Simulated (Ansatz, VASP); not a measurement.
# Ta2B2O: VASP beside Ansatz

```
Ta B O
1.0
     3.59151    0.00000    0.00000
    -1.79575    3.11034    0.00000
     0.00000    0.00000    6.09487
Ta B O
2 2 1
Direct
  0.00000 0.00000 0.00000
  0.33333 0.66667 0.50000
  0.33333 0.66667 0.13498
  0.33333 0.66667 0.86502
  0.00000 0.00000 0.50000
```

Alike in both runs: functional PBE; k mesh 6 × 6 × 4; occupations gaussian, width 0.1 eV; no spin polarisation.

Ansatz relaxed the structure, and its values are those at the end. VASP's run is a single point on that final structure, the one shown.

|  | VASP | Ansatz |
| --- | --- | --- |
| version | VASP 6.6.1 | Ansatz 0.2.0 |
| potentials or method | VASP PAW PBE potentials, release 64 (Ta_pv, B, O), cutoff 520 eV | scalar-relativistic, plane waves, PAW |
| valence electrons in the cell | 34 | 38 |

```tsv
	VASP	Ansatz	Ansatz less VASP
gap on the k mesh at the Fermi level (eV)	none	none	-
pressure (GPa)	0.6	0.2	-0.32
rms of the force components (eV/Å)	0.002	0.005	+0.0025
```

A gap of «none» marks a metal or a gap that the smearing closes. With one functional, cell and mesh, what is left measures potentials, basis and numerics. VASP's potentials hold 34 valence electrons a cell and Ansatz's 38, so a difference there can come from the potentials and not from the codes.

Spin-orbit coupling is off throughout.
